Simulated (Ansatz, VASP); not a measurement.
**Two plane-wave programs on SnSe**

```
CELL_PARAMETERS angstrom
0.00000 2.97275 2.97275
2.97275 0.00000 2.97275
2.97275 2.97275 0.00000
ATOMIC_POSITIONS crystal
Sn 0.00000 0.00000 0.00000
Se 0.50000 0.50000 0.50000
```

Alike in both runs: functional PBEsol; k mesh 8 × 8 × 8; no spin polarisation.

Ansatz relaxed the structure, and its values are those at the end. VASP's run is a single point on that final structure, the one shown.

|  | VASP | Ansatz |
| --- | --- | --- |
| version | VASP 6.6.1 | Ansatz 0.2.0 |
| potentials or method | VASP PAW PBE potentials, release 64 (Sn_d, Se), cutoff 520 eV | scalar-relativistic, plane waves, PAW |
| occupations | gaussian, width 0.01 eV | fixed |
| valence electrons in the cell | 20 | 30 |

```csv
,VASP,Ansatz,Ansatz less VASP
gap on the k mesh at the Fermi level (eV),0.75,0.75,-0.001
least direct gap on the mesh (eV),0.82,0.82,-0.002
pressure (GPa),0.0,0.0,-0.02
```

VASP's potentials were made for PBE, not for PBEsol. VASP's potentials hold 20 valence electrons a cell and Ansatz's 30, so a difference there can come from the potentials and not from the codes.
